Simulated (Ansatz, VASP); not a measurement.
Two plane-wave programs on AlN

File POSCAR:

```
AlN
1.0
    3.1110021516      0.0000000000      0.0000000000
   -1.5555010758      2.6942068945      0.0000000000
    0.0000000000      0.0000000000      4.9780000000
Al N
2 2
Direct
    0.3333333333      0.6666666667     -0.0208570808
    0.6666666667      0.3333333333      0.4791429192
    0.3333333333      0.6666666667      0.4251767778
    0.6666666667      0.3333333333      0.9251767778
```

Contents of INCAR.step1:

```
SYSTEM = AlN
  ALGO = Normal
  EDIFF = 1E-4
  ENCUT = 520
  GGA = PE
  ISMEAR = 0
  LASPH = .True.
  LCHARG = .False.
  LREAL = .False.
  LWAVE = .True.
  NBANDS = 16
  NELM = 60
  PREC = Accurate
  SIGMA = 0.05
```

The input INCAR.step2:

```
SYSTEM = AlN
  ALGO = Normal
  EDIFF = 1E-7
  ENCUT = 520
  ISIF = 2
  ISMEAR = 0
  ISTART = 1
  LASPH = .True.
  LCHARG = .True.
  LELF = .True.
  LMIXTAU = .True.
  LREAL = .False.
  LVHAR = .True.
  LWAVE = .False.
  METAGGA = R2SCAN
  NBANDS = 16
  NELM = 60
  PREC = Accurate
  SIGMA = 0.05
```

File KPOINTS:

```
k-points
0
Gamma
  12 12 6
  0 0 0
```

Input for Ansatz:

```yaml
crystal:
  lattice:
    - [3.1110021516, 0.0, 0.0]
    - [-1.5555010758, 2.6942068945, 0.0]
    - [0.0, 0.0, 4.978]
  atoms:
    - { symbol: Al, position: [0.3333333333, 0.6666666667, -0.0208570808] }
    - { symbol: Al, position: [0.6666666667, 0.3333333333, 0.4791429192] }
    - { symbol: "N", position: [0.3333333333, 0.6666666667, 0.4251767778] }
    - { symbol: "N", position: [0.6666666667, 0.3333333333, 0.9251767778] }
basis:
  ecutwfc: 500
kpoints:
  mp_grid: { grid: [12, 12, 6] }
hamiltonian:
  xc: r2scan
scf:
  occupations: { method: gaussian, width: 0.05 }
output:
  forces: true
  stress: true
  eigenvalues: true
```

Change from the starting cell: mode 7 (591.5 1/cm) frozen in, largest displacement +0.200 Å.

Alike in both runs: task single point; functional r2SCAN; k mesh 12 × 12 × 6; occupations gaussian, width 0.05 eV; no spin polarisation.

|  | VASP | Ansatz |
| --- | --- | --- |
| version | VASP 6.6.1 | Ansatz 0.2.0 |
| potentials or method | VASP PAW PBE potentials, release 64 (Al, N), cutoff 520 eV | scalar-relativistic, plane waves, PAW |
| valence electrons in the cell | 16 | 16 |

```csv
,VASP,Ansatz,Ansatz less VASP
gap on the k mesh at the Fermi level (eV),3.80,3.78,-0.028
least direct gap on the mesh (eV),3.80,3.78,-0.028
pressure (GPa),4.2,4.5,+0.27
"traceless stress, the component that is largest in VASP (GPa)",-16.25,-16.00,+0.251
rms of the force components (eV/Å),0.785,0.774,-0.0107
```

VASP's potentials were made for PBE, not for r2SCAN. Atom by atom the forces differ by 0.011 eV/Å (rms over components). With one functional, cell and mesh, what is left measures potentials, basis and numerics.
